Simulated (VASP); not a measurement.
The system is HfO2.

```
Hf O
1.0
     3.58117    0.33765    0.06021
     0.33765    3.64781    0.06661
     0.08793    0.09728    4.98772
Hf O
2 4
Direct
  0.45985 0.51998 0.49692
  0.03682 0.03787 0.01412
  0.98907 0.47817 0.67769
  0.51304 0.93437 0.80344
  0.48106 0.01225 0.31647
  0.02016 0.51736 0.19137
```

| Quantity | Value |
| --- | --- |
| Program | VASP 6.6.1 |
| Task | relaxation of cell and atoms |
| Functional | PBE |
| Potentials or basis | VASP PAW PBE potentials, release 64 (Hf_pv, O) |
| Cutoff | 600 eV |
| k mesh | 6 × 6 × 4 |
| Occupations | gaussian, width 0.05 eV |
| Spin | no spin polarisation |

At the start: pressure 15.9 GPa; volume 10.76 Å³/atom.

Q: Where does the relaxation end?

A: Over 64 steps the energy falls by 334.0 meV/atom and the volume is 11.25 Å³/atom (+4.6 %); space group P1 (No. 1, to 0.1 Å) before, Pmn2_1 (No. 31, to 0.1 Å).

Step by step:
```csv
step,energy change (eV),largest force (eV/Å),pressure (GPa),volume (Å³)
1,0.0000,2.0906,15.88,64.55
3,-1.6776,0.8185,-10.78,71.52
5,-1.8975,0.5804,0.55,68.04
7,-1.9343,0.4136,0.29,68.06
9,-1.9450,0.2013,-0.45,68.21
11,-1.9492,0.1071,0.21,67.97
13,-1.9526,0.1212,-0.21,68.00
15,-1.9571,0.2661,0.91,67.50
17,-1.9595,0.1751,0.44,67.55
19,-1.9598,0.1467,0.25,67.57
21,-1.9618,0.0492,-0.25,67.72
23,-1.9624,0.0642,-0.09,67.68
25,-1.9632,0.0725,0.25,67.59
27,-1.9647,0.1358,-0.36,67.79
29,-1.9653,0.1007,-0.19,67.74
31,-1.9679,0.1239,0.06,67.69
33,-1.9683,0.1390,0.16,67.67
35,-1.9718,0.1370,-0.13,67.76
37,-1.9740,0.1634,-0.12,67.77
39,-1.9728,0.4123,0.66,67.60
41,-1.9819,0.2444,0.08,67.73
43,-1.9894,0.2053,-0.71,67.87
45,-1.9950,0.1633,0.47,67.48
47,-1.9998,0.1394,-0.81,67.76
49,-2.0021,0.0912,0.32,67.42
51,-2.0033,0.0597,-0.21,67.54
53,-2.0036,0.0265,0.18,67.43
55,-2.0038,0.0263,-0.09,67.50
57,-2.0039,0.0190,0.04,67.47
59,-2.0039,0.0234,0.08,67.46
61,-2.0041,0.0270,-0.08,67.51
63,-2.0041,0.0157,0.05,67.48
64,-2.0042,0.0098,-0.01,67.50
```

Final structure:
```
Hf O
1.0
     3.43343    0.00559    0.00284
    -0.00658    3.79685   -0.00074
    -0.00452    0.00081    5.17801
Hf O
2 4
Direct
  0.50006 0.55363 0.48804
  0.99962 0.05350 0.01206
  0.99999 0.39958 0.68095
  0.49971 0.89982 0.81896
  0.50035 0.04674 0.30515
  0.00026 0.54673 0.19483
```
